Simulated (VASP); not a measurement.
Set up this calculation in VASP 6.6.1, as the native input.

* Task: single point
* Functional: PBE
* Dispersion: D3(BJ)
* Potentials or basis: VASP PAW PBE potentials, release 64 (B, As)
* Cutoff: 520 eV
* k mesh: 12 × 8 × 6
* Occupations: fermi-dirac, width 0.05 eV
* Spin: no spin polarisation
* Dipole correction: no
* Further INCAR settings: ALGO = Normal; EDIFF = 1e-07; NBANDS = 11

The structure of BAs lies in POSCAR:

```
BAs
1.0
    3.1182718008      0.0000000000      0.0000000000
    0.0000000000      2.5655905965      0.0000000000
    0.0000000000      0.0000000000      3.1309270381
B As
1 1
Direct
    0.0000000000      0.5000000000      0.0000000000
    0.5000000000      0.5000000000      0.5000000000
```

One way to write it, as run:

INCAR

```
SYSTEM = BAs
ALGO = Normal
EDIFF = 1E-7
ENCUT = 520
GGA = PE
ISIF = 2
ISMEAR = -1
IVDW = 12
LASPH = .TRUE.
LCHARG = .TRUE.
LELF = .TRUE.
LREAL = .FALSE.
LVHAR = .TRUE.
LWAVE = .FALSE.
NBANDS = 11
NELM = 80
PREC = Accurate
SIGMA = 0.05
```

KPOINTS

```
k-points
0
G
  12 8 6
  0 0 0
```

Potentials or basis: VASP PAW PBE potentials, release 64 (B, As).

Launch:

```console
$ cat potpaw_PBE.64/B/POTCAR potpaw_PBE.64/As/POTCAR > POTCAR
$ mpirun -np 1 vasp_std > vasp.out
```

Results of the run:

The pressure is 0.5 GPa. The band gap on the k mesh is zero (band 4 reaches 9.49 eV, above the bottom of band 5 at 4.09 eV). The dispersion energy per atom is -0.359 eV.

Caveat: pairwise dispersion overbinds metals, which lowers pressure and volume.

Wall time 8.8 s on 1 thread of Intel(R) Xeon(R) 6975P-C (Granite Rapids) (shared host), peak memory 0.16 GiB.
